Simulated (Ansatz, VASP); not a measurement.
# InSb: VASP beside Ansatz

```xyz
4
Lattice="4.2266 0.0000 0.0000 -2.1133 3.6604 0.0000 0.0000 0.0000 7.3709" Properties=species:S:1:pos:R:3 pbc="T T T"
In    0.0000    0.0000    0.0000
In    0.0000    0.0000    3.6855
Sb    0.0000    2.4402    1.8427
Sb    2.1133    1.2201    5.5282
```

Alike in both runs: task single point; functional PBE; k mesh 6 × 6 × 2; occupations fermi-dirac, width 0.02 eV; no spin polarisation.

|  | VASP | Ansatz |
| --- | --- | --- |
| version | VASP 6.6.1 | Ansatz 0.2.0 |
| potentials or method | VASP PAW PBE potentials, release 64 (In_d, Sb), cutoff 520 eV | plane waves |
| valence electrons in the cell | 36 | 56 |

```csv
,VASP,Ansatz,Ansatz less VASP
pressure (GPa),1.2,1.3,+0.02
"traceless stress, the component that is largest in VASP (GPa)",0.48,0.47,-0.008
```

The functional is the same, so the differences come from potentials, cutoffs and numerics. VASP's potentials hold 36 valence electrons a cell and Ansatz's 56, so a difference there can come from the potentials and not from the codes.

The k mesh is coarse, so the values compare programs but aren't converged. Neither program's run includes spin-orbit coupling.
